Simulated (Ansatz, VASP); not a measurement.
Ir: VASP beside Ansatz

Contents of INCAR:

```
SYSTEM = Ir
PREC     = Accurate       ! precision mode
ENCUT    = 520            ! plane-wave cutoff, eV
EDIFF    = 1E-6           ! SCF threshold, eV
ISMEAR   = 0              ! smearing method
SIGMA    = 0.15           ! smearing width, eV
LREAL    = .False.        ! projectors in reciprocal space
LASPH    = .True.         ! aspherical terms in the spheres
NELM     = 60             ! most SCF steps
ALGO     = Fast           ! electronic algorithm
ISIF     = 2              ! what is computed and relaxed
LWAVE    = .False.        ! write WAVECAR
LCHARG   = .False.        ! write CHGCAR
GGA      = CA             ! functional
NBANDS   = 10             ! bands
```

Contents of KPOINTS:

```
regular mesh
0
Gamma
  20 20 20
  0 0 0
```

File POSCAR:

```
Ir
1.0
   -0.0523986334      1.8530062193      1.8530062193
    1.8530062193     -0.0523986334      1.8530062193
    1.9054048527      1.9054048527     -0.1047972669
Ir
1
Direct
    0.0000000000      0.0000000000      0.0000000000
```

Input for Ansatz:

```yaml
crystal:
  lattice:
    - [-0.0523986334, 1.8530062193, 1.8530062193]
    - [1.8530062193, -0.0523986334, 1.8530062193]
    - [1.9054048527, 1.9054048527, -0.1047972669]
  atoms:
    - { symbol: Ir, position: [0.0, 0.0, 0.0] }
basis:
  ecutwfc: 420
kpoints:
  mp_grid: { grid: [20, 20, 20] }
hamiltonian:
  xc: lda
scf:
  occupations: { method: gaussian, width: 0.15 }
output:
  forces: true
  stress: true
  eigenvalues: true
```

Change from the starting cell: engineering shear strain xz -0.0550, engineering shear strain yz -0.0550.

Alike in both runs: task single point; functional LDA; k mesh 20 × 20 × 20; occupations gaussian, width 0.15 eV; no spin polarisation.

|  | VASP | Ansatz |
| --- | --- | --- |
| version | VASP 6.6.1 | Ansatz 0.2.0 |
| potentials or method | VASP PAW LDA potentials, release 64 (Ir), cutoff 520 eV | scalar-relativistic, plane waves, PAW |
| valence electrons in the cell | 9 | 17 |

|  | VASP | Ansatz | Ansatz less VASP |
| --- | --- | --- | --- |
| gap on the k mesh at the Fermi level (eV) | none | none | - |
| pressure (GPa) | 5.8 | 3.3 | -2.46 |
| traceless stress, the component that is largest in VASP (GPa) | 16.46 | 16.32 | -0.136 |

LDA's correlation is that of Perdew and Zunger in VASP and of Perdew and Wang (1992) in Ansatz. A gap of «none» marks a metal or a gap that the smearing closes. VASP's potentials hold 9 valence electrons a cell and Ansatz's 17, so a difference there can come from the potentials and not from the codes.

Spin-orbit coupling is off throughout.
